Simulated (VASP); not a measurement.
Write the native input for VASP 6.6.1 that does the following.

```
Task                   : single point
Functional             : PBEsol
Potentials or basis    : VASP PAW PBE potentials, release 64 (Rb_sv)
Cutoff                 : 520 eV
k mesh                 : 10 × 10 × 10
Occupations            : gaussian, width 0.1 eV
Spin                   : no spin polarisation
Dipole correction      : no
Further INCAR settings : ALGO = Fast; EDIFF = 1e-06; NBANDS = 16
```

The structure of Rb lies in POSCAR:

```
Rb
1.0
    5.7947220481      0.0000000000      0.0000000000
    0.0000000000      5.7947220481      0.0000000000
    0.0000000000      0.0000000000      5.2438983961
Rb
2
Direct
    0.0000000000      0.0000000000      0.0000000000
    0.5000000000      0.5000000000      0.5000000000
```

This cell differs from its parent crystal: biaxial strain in the a-b plane: +4.0 %, then relaxed in part.

These files were run (other wordings do the same):

INCAR

```
SYSTEM = Rb
PREC = Accurate ; ENCUT = 520
EDIFF = 1E-6 ; ISMEAR = 0
SIGMA = 0.1 ; LREAL = .False.
LASPH = .True. ; NELM = 60
ALGO = Fast ; ISIF = 2
LWAVE = .False. ; LCHARG = .False.
GGA = PS ; NBANDS = 16
```

KPOINTS

```
Automatic mesh
0
Gamma
  10 10 10
  0 0 0
```

Potentials or basis: VASP PAW PBE potentials, release 64 (Rb_sv).

The run is started by

```console
$ cat potpaw_PBE.64/Rb_sv/POTCAR > POTCAR
$ mpirun -np 1 vasp_std > vasp.out
```

Results of the run:

The pressure is -0.1 GPa and the band gap on the k mesh is zero (bands 9 and 10 overlap by 1.99 eV).

Caveat: the cell differs from its parent crystal (biaxial strain in the a-b plane: +4.0 %, then relaxed in part); the PAW data sets were made with another functional, which shifts forces and pressure a little.

Wall time 3.9 min on 1 thread of Intel(R) Xeon(R) Platinum 8124M CPU @ 3.00GHz (Skylake/Cascade Lake) (shared host), peak memory 0.47 GiB.
